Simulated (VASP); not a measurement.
Input of a VASP 6.6.1 run:

Contents of INCAR:

```
PREC = Accurate
ENCUT = 500
EDIFF = 1E-6
ISMEAR = 0
SIGMA = 0.02
LREAL = False
LASPH = True
NELM = 120
ALGO = Normal
ISIF = 2
LWAVE = False
LCHARG = True
GGA = PE
LELF = True
LVHAR = True
NBANDS = 26
GGA_COMPAT = False
```

Contents of KPOINTS:

```
Automatic mesh
0
Gamma
  6 6 4
```

POSCAR

```
AgI
1.0
    4.8371240619      0.0000000000      0.0000000000
   -2.4185620310      4.1890723189      0.0000000000
    0.0000000000      0.0000000000      7.9118621419
Ag I
2 2
Direct
    0.6666666667      0.3333333333      0.6276573162
    0.3333333333      0.6666666667      0.1276573162
    0.6666666667      0.3333333333      0.0023426838
    0.3333333333      0.6666666667      0.5023426838
```

Potentials or basis: VASP PAW PBE potentials, release 64 (Ag, I).

The run is started by

```sh
$ cat potpaw_PBE.64/Ag/POTCAR potpaw_PBE.64/I/POTCAR > POTCAR
$ mpirun -np 1 vasp_std > vasp.out
```

(1) Predict the band gap on the k mesh.

(2) Estimate the largest force.

## Answers

(1) 1.38 eV.

(2) 0.005 eV/Å.

Caveat: spin-orbit coupling is left out, which moves the levels of the heavy elements.
